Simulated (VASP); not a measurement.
Wanted: the native input for a VASP 6.6.1 run.

- Task: single point
- Functional: PBE
- Potentials or basis: VASP PAW PBE potentials, release 64 (Br)
- Cutoff: 520 eV
- k mesh: 8 × 8 × 10
- Occupations: fermi-dirac, width 0.1 eV
- Spin: no spin polarisation
- Dipole correction: no
- Further INCAR settings: ALGO = Normal; EDIFF = 1e-06; NBANDS = 18

The structure of Br lies in POSCAR:

```
Br
1.0
    6.5253709645      0.0000000000      0.0000000000
   -3.2626854822      5.6511370244      0.0000000000
    0.0000000000      0.0000000000      2.6010619258
Br
3
Direct
    0.0000000000      0.0000000000      0.0000000000
    0.3333333333      0.6666666667      0.5000000000
    0.6666666667      0.3333333333      0.5000000000
```

The input as run:

INCAR

```
  ALGO = Normal
  EDIFF = 1E-6
  ENCUT = 520
  GGA = PE
  ISIF = 2
  ISMEAR = -1
  LASPH = True
  LCHARG = False
  LREAL = False
  LWAVE = False
  NBANDS = 18
  NELM = 80
  PREC = Accurate
  SIGMA = 0.1
```

KPOINTS

```
k-points
0
Gamma
  8 8 10
```

Potentials or basis: VASP PAW PBE potentials, release 64 (Br).

Command:

```console
$ cat potpaw_PBE.64/Br/POTCAR > POTCAR
$ mpirun -np 1 vasp_std > vasp.out
```

It gave:

| Quantity | Value |
| --- | --- |
| Pressure | 1.1 GPa |
| Band gap on the k mesh | zero (an odd number of electrons rules out a gap without spin polarisation) |

Caveat: an odd number of electrons without spin polarisation forces a metal; a magnetic or distorted state may lie lower.

Wall time 47 s on 1 thread of Intel(R) Xeon(R) 6975P-C (Granite Rapids), with other jobs on the host, peak memory 0.24 GiB.
